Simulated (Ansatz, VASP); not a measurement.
# TiO2: VASP beside Ansatz

```
Ti O
1.0
     4.86010    0.00000    0.00000
     0.00000    4.86010    0.00000
     0.00000    0.00000    2.72680
Ti O
2 4
Cartesian
  0.0000 0.0000 0.0000
  2.4301 2.4301 1.3634
  1.4828 1.4828 0.0000
  0.9472 3.9129 1.3634
  3.3773 3.3773 0.0000
  3.9129 0.9472 1.3634
```

Alike in both runs: task single point; functional PBE; k mesh 6 × 6 × 10; occupations gaussian, width 0.05 eV; no spin polarisation.

|  | VASP | Ansatz |
| --- | --- | --- |
| version | VASP 6.6.1 | Ansatz 0.2.0 |
| potentials or method | VASP PAW PBE potentials, release 64 (Ti_sv, O_h), cutoff 910 eV | scalar-relativistic, plane waves, PAW |
| valence electrons in the cell | 48 | 48 |

VASP gave:

* gap on the k mesh at the Fermi level (eV): 1.84
* least direct gap on the mesh (eV): 1.86
* rms of the force components (eV/Å): 0.009

Q: Estimate Ansatz's values.

A: gap on the k mesh at the Fermi level (eV): 1.85; least direct gap on the mesh (eV): 1.86; rms of the force components (eV/Å): 0.013.

Atom by atom the forces differ by 0.023 eV/Å (rms over components).

Noted on VASP's run: the cutoff is short for stress, so the pressure is rough.
